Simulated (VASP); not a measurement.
Write the native input for VASP 6.6.1 that does the following.

| Property | Result |
| --- | --- |
| Task | relaxation of cell and atoms |
| Functional | LDA |
| Potentials or basis | VASP PAW LDA potentials, release 64 (Be) |
| Cutoff | 600 eV |
| k mesh | 20 × 20 × 12 |
| Occupations | gaussian, width 0.05 eV |
| Spin | no spin polarisation |
| Dipole correction | no |
| Further INCAR settings | ALGO = Normal; EDIFF = 1e-07; IBRION = 2; EDIFFG = -0.01; NSW = 80; ISIF = 3 |

The structure of Be lies in POSCAR:

```
Be
1.0
    2.2900000000      0.0000000000      0.0000000000
   -1.1450000000      1.9831981747      0.0000000000
    0.0000000000      0.0000000000      3.5884300000
Be
2
Direct
    0.3333333333      0.6666666667      0.7500000000
    0.6666666667      0.3333333333      0.2500000000
```

The input as run:

INCAR

```
SYSTEM = Be
  ALGO = Normal
  EDIFF = 1E-7
  EDIFFG = -0.01
  ENCUT = 600
  GGA = CA
  IBRION = 2
  ISIF = 3
  ISMEAR = 0
  LASPH = .True.
  LCHARG = .False.
  LREAL = .False.
  LWAVE = .False.
  NELM = 100
  NSW = 80
  PREC = Accurate
  SIGMA = 0.05
```

KPOINTS

```
k-points
0
Gamma
  20 20 12
  0 0 0
```

Potentials or basis: VASP PAW LDA potentials, release 64 (Be).

Launch:

```sh
$ cat potpaw_LDA.64/Be/POTCAR > POTCAR
$ mpirun -np 1 vasp_std > vasp.out
```

It gave:

```
Relaxed volume                        : 7.57 Å³/atom
Relaxed cell                          : a = 2.233 Å, b = 2.233 Å, c = 3.507 Å, α = 90.00°, β = 90.00°, γ = 120.00°
Space group after relaxing (to 0.1 Å) : P6_3/mmc (No. 194)
Energy gained by relaxing             : 15.7 meV/atom
Ionic steps                           : 6
Pressure after relaxing               : 0.2 GPa
Band gap on the k mesh                : zero (bands 2 and 3 overlap by 1.44 eV)
```

It took 51 s on 1 thread of Intel(R) Xeon(R) Platinum 8259CL CPU @ 2.50GHz (Skylake/Cascade Lake), with other jobs on the host, peak memory 0.14 GiB.
